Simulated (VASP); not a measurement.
# Hf (Fd-3m) in VASP: a series of runs

The runs below take Hf through single point, with PBE.

All numbers are computed with VASP 6.6.1; they aren't measurements. Logs are shortened: lines on timing, memory, paths and dates and some standing lists are left out, and cuts for length are marked.

**1. The cell of the first run**

Symmetry: Fd-3m, No. 227, cubic system. Conventional cell: a = 5.363 Å, b = 5.363 Å, c = 5.363 Å, α = 90.00°, β = 90.00°, γ = 90.00°. Within 3.1 Å of Hf (site symmetry -43m) lie 4 Hf at 2.32 Å.

**2. Single point, PBE (volume scaled by 0.55)**

File INCAR:

```
SYSTEM = Hf
ALGO     = Normal         ! electronic algorithm
EDIFF    = 1E-6           ! SCF threshold, eV
ENCUT    = 520            ! plane-wave cutoff, eV
GGA      = PE             ! functional
ISIF     = 2              ! what is computed and relaxed
ISMEAR   = -1             ! smearing method
LASPH    = .True.         ! aspherical terms in the spheres
LCHARG   = .False.        ! write CHGCAR
LREAL    = .False.        ! projectors in reciprocal space
LWAVE    = .False.        ! write WAVECAR
NBANDS   = 17             ! bands
NELM     = 80             ! most SCF steps
PREC     = Accurate       ! precision mode
SIGMA    = 0.1            ! smearing width, eV
```

File KPOINTS:

```
k-points
0
Gamma
  12 12 12
  0 0 0
```

File POSCAR:

```
Hf
1.0
    0.0000000000      2.6816317611      2.6816317611
    2.6816317611      0.0000000000      2.6816317611
    2.6816317611      2.6816317611      0.0000000000
Hf
2
Direct
   -0.1250000000     -0.1250000000     -0.1250000000
    0.1250000000      0.1250000000      0.1250000000
```

Potentials or basis: VASP PAW PBE potentials, release 64 (Hf_pv).

On the command line:

```console
> cat potpaw_PBE.64/Hf_pv/POTCAR > POTCAR
> mpirun -np 1 vasp_std > vasp.out
```

OUTCAR:

```text
SYSTEM = Hf
   EDIFF = 1E-6
   ENCUT = 520
   GGA = PE
   ISIF = 2
   ISMEAR = -1
   LASPH = .True.
   LREAL = .False.
   NELM = 80
   PREC = Accurate

 ion  position               nearest neighbor table
   1  0.875  0.875  0.875-   2 2.32   2 2.32   2 2.32   2 2.32
   2  0.125  0.125  0.125-   1 2.32   1 2.32   1 2.32   1 2.32

  LATTYP: Found a face centered cubic cell.
 ALAT       =     5.3632635222

  Lattice vectors:

 A1 = (   0.0000000000,   2.6816317611,   2.6816317611)
 A2 = (   2.6816317611,   0.0000000000,   2.6816317611)
 A3 = (   2.6816317611,   2.6816317611,   0.0000000000)

Analysis of symmetry for initial positions (statically):
=====================================================================
 Subroutine PRICEL returns:
 Original cell was already a primitive cell.

 Routine SETGRP: Setting up the symmetry group for a
 face centered cubic supercell.

 Subroutine GETGRP returns: Found 48 space group operations
 (whereof 12 operations were pure point group operations)
 out of a pool of 48 trial point group operations.

The static configuration has the point symmetry D_3d.
 The point group associated with its full space group is O_h .

Analysis of symmetry for dynamics (positions and initial velocities):
=====================================================================
 Subroutine PRICEL returns:
 Original cell was already a primitive cell.

 Routine SETGRP: Setting up the symmetry group for a
 face centered cubic supercell.

 Subroutine GETGRP returns: Found 48 space group operations
 (whereof 12 operations were pure point group operations)
 out of a pool of 48 trial point group operations.

The dynamic configuration has the point symmetry D_3d.
 The point group associated with its full space group is O_h .

 Subroutine INISYM returns: Found 48 space group operations
 (whereof 12 operations are pure point group operations),
 and found     1 'primitive' translations

----------------------------------------------------------------------------------------

                                     Primitive cell

  volume of cell :      38.5680

  direct lattice vectors                    reciprocal lattice vectors
     0.000000000  2.681631761  2.681631761    -0.186453639  0.186453639  0.186453639
     2.681631761  0.000000000  2.681631761     0.186453639 -0.186453639  0.186453639
     2.681631761  2.681631761  0.000000000     0.186453639  0.186453639 -0.186453639

  length of vectors
     3.792400006  3.792400006  3.792400006     0.322947176  0.322947176  0.322947176

  position of ions in fractional coordinates (direct lattice)
     0.875000000  0.875000000  0.875000000
     0.125000000  0.125000000  0.125000000

  ion indices of the primitive-cell ions
   primitive index   ion index
                 1           1
                 2           2

----------------------------------------------------------------------------------------

 KPOINTS: k-points

Automatic generation of k-mesh.
 Grid dimensions read from file:
 generate k-points for:   12   12   12

 Generating k-lattice:

  Cartesian coordinates                     Fractional coordinates (reciprocal lattice)
    -0.015537803  0.015537803  0.015537803     0.083333333  0.000000000  0.000000000
     0.015537803 -0.015537803  0.015537803     0.000000000  0.083333333  0.000000000
     0.015537803  0.015537803 -0.015537803     0.000000000  0.000000000  0.083333333

  Length of vectors
     0.026912265  0.026912265  0.026912265

  Shift w.r.t. Gamma in fractional coordinates (k-lattice)
     0.000000000  0.000000000  0.000000000

 Subroutine IBZKPT returns following result:
 ===========================================

 Found     72 irreducible k-points:

 Following reciprocal coordinates:
            Coordinates               Weight
  0.000000  0.000000  0.000000      1.000000
  0.083333  0.000000  0.000000      8.000000
  0.166667  0.000000  0.000000      8.000000
  0.250000  0.000000  0.000000      8.000000
  0.333333  0.000000  0.000000      8.000000
  0.416667  0.000000  0.000000      8.000000
[... 16 lines left out ...]
  0.500000  0.166667  0.000000     24.000000
 -0.416667  0.166667  0.000000     24.000000
 [... further k-points ...]
   k-points           NKPTS =     72   k-points in BZ     NKDIM =     72   number of bands    NBANDS=     17
   number of dos      NEDOS =    301   number of ions     NIONS =      2
   total plane-waves  NPLWV =  21952
   dimension x,y,z NGX =    28 NGY =   28 NGZ =   28
   dimension x,y,z NGXF=    56 NGYF=   56 NGZF=   56
   ions per type =               2
   NGX,Y,Z   is equivalent  to a cutoff of  12.27, 12.27, 12.27 a.u.
   NGXF,Y,Z  is equivalent  to a cutoff of  24.55, 24.55, 24.55 a.u.
 SYSTEM =  Hf
   PREC   = accura    normal or accurate (medium, high low for compatibility)
   ISTART =      0    job   : 0-new  1-cont  2-samecut
   ICHARG =      2    charge: 1-file 2-atom 10-const
   ISPIN  =      1    spin polarized calculation?
   LNONCOLLINEAR =      F non collinear calculations
   LSORBIT =      F    spin-orbit coupling
   LASPH  =      T    aspherical Exc in radial PAW
   ENCUT  =  520.0 eV  38.22 Ry    6.18 a.u.   7.05  7.05  7.05*2*pi/ulx,y,z
   NELM   =     80;   NELMIN=  2; NELMDL= -5     # of ELM steps
   EDIFF  = 0.1E-05   stopping-criterion for ELM
   LREAL  =      F    real-space projection
   EDIFFG = 0.1E-04   stopping-criterion for IOM
   NSW    =      0    number of steps for IOM
   IBRION =     -1    ionic relax: 0-MD 1-quasi-New 2-CG
   NFREE  =      0    steps in history (QN), initial steepest desc. (CG)
   ISIF   =      2    stress and relaxation
   ISYM   =      2    0-nonsym 1-usesym 2-fastsym
   POTIM  = 0.5000    time-step for ionic-motion
   TEBEG  =    0.0;   TEEND  =   0.0 temperature during run
   PSTRESS=    0.0 pullay stress
   NELECT =      20.0000    total number of electrons
   NUPDOWN=      -1.0000    fix difference up-down
   EMIN   =  10.00;   EMAX   =-10.00  energy-range for DOS
   EFERMI =   0.00;   METHOD = LEGACY
   ISMEAR =    -1;   SIGMA  =   0.10  broadening in eV -4-tet -1-fermi 0-gaus
   EFERMI_NEDOS =   21; number of points for ismear=-14 and -15
   IALGO  =     38    algorithm
   IMIX   =      4    mixing-type and parameters
     AMIX     =   0.40;   BMIX     =  1.00
     AMIX_MAG =   1.60;   BMIX_MAG =  1.00
  volume/ion in A,a.u.               =      19.28       130.13
  Fermi-wavevector in a.u.,A,eV,Ry     =   1.315252  2.485466 23.536558  1.729888
  Thomas-Fermi vector in A             =   2.445448
   LORBIT       =      0    0 simple, 1 ext, 2 COOP (PROOUT), +10 PAW based schemes
   GGA     = PE    functional components
   LHFCALC =     F    Hartree Fock is set to
   AEXX    =    0.0000 exact exchange contribution
   IVDW    =     0    specifies the selected vdW correction
   LEPSILON=     F    determine dielectric tensor
   LRPA    =     F    only Hartree local field effects (RPA)
 non-spin polarized calculation
  energy-cutoff  :      520.00
  volume of cell :       38.57
 maximum number of plane-waves:      1056
   NGX = 15   NGY = 15   NGZ = 15

 number of electron      20.0000004 magnetization

 Free energy of the ion-electron system (eV)
  ---------------------------------------------------
  ext. energy  EPLUGINS =         0.00000000
  ---------------------------------------------------
  free energy    TOTEN  =       -11.62467682 eV

  energy without entropy =      -11.55307880  energy(sigma->0) =      -11.58887781

 E-fermi :   5.3700     XC(G=0): -11.6692

 val. band max:        5.3692887503   @ k =  -0.4167   0.0833   0.0000
 cond. band min:       5.3923947535   @ k =   0.5000   0.1667   0.0000
 fundamental gap:      0.0231060031
 Fermi energy:         5.3700231195

 k-point     1 :       0.0000    0.0000    0.0000
  band No.  band energies     occupation
      1     -26.4316      2.00000
      2     -26.4316      2.00000
      3     -26.4316      2.00000
      4     -24.0033      2.00000
      5     -24.0033      2.00000
      6     -24.0033      2.00000
[... 9 lines left out ...]
     16      15.2689      0.00000
     17      15.2689      0.00000

 k-point     2 :       0.0833    0.0000    0.0000
  band No.  band energies     occupation
      1     -26.4555      2.00000
      2     -26.4555      2.00000
      3     -26.4358      2.00000
      4     -23.9979      2.00000
      5     -23.9738      2.00000
      6     -23.9738      2.00000
[... 9 lines left out ...]
     16      15.2026      0.00000
     17      15.2027      0.00000

 k-point     3 :       0.1667    0.0000    0.0000
  band No.  band energies     occupation
      1     -26.5181      2.00000
      2     -26.5181      2.00000
      3     -26.4490      2.00000
      4     -23.9802      2.00000
      5     -23.8958      2.00000
      6     -23.8958      2.00000
[... 9 lines left out ...]
     16      15.0069      0.00000
     17      15.0069      0.00000

 k-point     4 :       0.2500    0.0000    0.0000
  band No.  band energies     occupation
      1     -26.5980      2.00000
      2     -26.5980      2.00000
      3     -26.4711      2.00000
      4     -23.9494      2.00000
      5     -23.7950      2.00000
      6     -23.7950      2.00000
[... 9 lines left out ...]
     16      14.6790      0.00000
     17      14.6790      0.00000
[... 343 lines left out ...]
      1     -26.9112      2.00000
      2     -26.8183      2.00000
      3     -26.1179      2.00000
      4     -24.3120      2.00000
      5     -23.5133      2.00000
      6     -23.4362      2.00000
[... 9 lines left out ...]
     16      12.3016      0.00000
     17      14.1104      0.00000

 k-point    23 :       0.5000    0.1667    0.0000
  band No.  band energies     occupation
      1     -26.9825      2.00000
      2     -26.8287      2.00000
      3     -26.1081      2.00000
      4     -24.3016      2.00000
      5     -23.4981      2.00000
      6     -23.3603      2.00000
[... 9 lines left out ...]
     16      12.7864      0.00000
     17      12.8650      0.00000

 k-point    24 :      -0.4167    0.1667    0.0000
  band No.  band energies     occupation
      1     -27.0089      2.00000
      2     -26.8021      2.00000
      3     -26.1255      2.00000
      4     -24.2731      2.00000
      5     -23.5316      2.00000
      6     -23.3341      2.00000
[... 9 lines left out ...]
     16      11.9258      0.00000
     17      12.7891      0.00000

 [... further k-points ...]
[... 5 lines left out ...]
  --------------------------------------------------------------------------------------
  -------------------------------------------------------------------------------------
  Total       13.0342643     13.0342643     13.0342643     -0.0000000      0.0000000     -0.0000000
  in kB      541.4641233    541.4641233    541.4641233     -0.0000000      0.0000000     -0.0000000
  external PRESSURE =     541.4641233 kB  Pullay stress =       0.0000000 kB

 VOLUME and BASIS-vectors are now :
 -----------------------------------------------------------------------------
  energy-cutoff  :      520.00
  volume of cell :       38.57
      direct lattice vectors                 reciprocal lattice vectors
     0.000000000  2.681631761  2.681631761    -0.186453639  0.186453639  0.186453639
     2.681631761  0.000000000  2.681631761     0.186453639 -0.186453639  0.186453639
     2.681631761  2.681631761  0.000000000     0.186453639  0.186453639 -0.186453639

 POSITION                                       TOTAL-FORCE (eV/Angst)
 -----------------------------------------------------------------------------------
      4.69286      4.69286      4.69286         0.000000     -0.000000      0.000000
      0.67041      0.67041      0.67041        -0.000000      0.000000     -0.000000
 -----------------------------------------------------------------------------------
    total drift:                                0.000000     -0.000000     -0.000000

  FREE ENERGIE OF THE ION-ELECTRON SYSTEM (eV)
  ---------------------------------------------------
  free  energy   TOTEN  =       -11.6246768231 eV

  energy  without entropy=      -11.5530788001  energy(sigma->0) =      -11.58887781
```

Run time: 60 s. Hardware: 1 thread of AMD EPYC 7R13, shared host; peak memory 0.15 GiB.

What came out:

- Free energy: -11.6247 eV
- Pressure: 54.1 GPa
- Band gap on the k mesh: zero (band 10 reaches 5.72 eV, above the bottom of band 11 at 5.01 eV)

Levels at points of the mesh, in eV from the Fermi level:
```
           k point  band 8  band 9  band 10  band 11  band 12  band 13
(0.00, 0.00, 0.00)   -2.03   -2.03     0.24     0.24     0.24     3.59
(0.50, 0.00, 0.00)   -2.53   -1.80    -1.80    -0.36    -0.36     1.73
(0.50, 0.50, 0.00)   -3.67   -0.27    -0.27     1.06     1.06     2.34
```

Caveat: spin-orbit coupling is left out, which moves the levels of the heavy elements.

(Continued in part 2 of 3.)
